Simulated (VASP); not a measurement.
Set up this calculation in VASP 6.6.1, as the native input.

* Task: single point
* Functional: PBE
* Potentials or basis: VASP PAW PBE potentials, release 64 (Li_sv, Sc_sv)
* Cutoff: 520 eV
* k mesh: 8 × 8 × 8
* Occupations: gaussian, width 0.1 eV
* Spin: no spin polarisation
* Dipole correction: no
* Further INCAR settings: ALGO = Fast; EDIFF = 1e-06; NBANDS = 32

The structure of LiSc4 lies in POSCAR:

```
LiSc4
1.0
    5.2298298209      0.0000000000      0.0000000000
    0.0000000000      5.2298298209      0.0000000000
    0.0000000000      0.0000000000      5.2298298209
Li Sc
1 4
Direct
    0.0000000000      0.0000000000      0.0000000000
    0.0000000000      0.5000000000      0.5000000000
    0.5000000000      0.0000000000      0.5000000000
    0.5000000000      0.5000000000      0.0000000000
    0.5000000000      0.5000000000      0.5000000000
```

The input as run:

INCAR

```
ALGO     = Fast           # electronic algorithm
EDIFF    = 1E-6           # SCF threshold, eV
ENCUT    = 520            # plane-wave cutoff, eV
GGA      = PE             # functional
ISIF     = 2              # what is computed and relaxed
ISMEAR   = 0              # smearing method
LASPH    = True           # aspherical terms in the spheres
LCHARG   = True           # write CHGCAR
LELF     = True           # ELF
LREAL    = False          # projectors in reciprocal space
LVHAR    = True         
LWAVE    = False          # write WAVECAR
NBANDS   = 32             # bands
NELM     = 100            # most SCF steps
PREC     = Accurate       # precision mode
SIGMA    = 0.1            # smearing width, eV
```

KPOINTS

```
k-points
0
Gamma
  8 8 8
```

Potentials or basis: VASP PAW PBE potentials, release 64 (Li_sv, Sc_sv).

Run with:

```console
$ cat potpaw_PBE.64/Li_sv/POTCAR potpaw_PBE.64/Sc_sv/POTCAR > POTCAR
$ mpirun -np 1 vasp_std > vasp.out
```

It took 12 min on 1 thread of Oxide Virtual Turin-like Processor (shared host), peak memory 0.28 GiB.
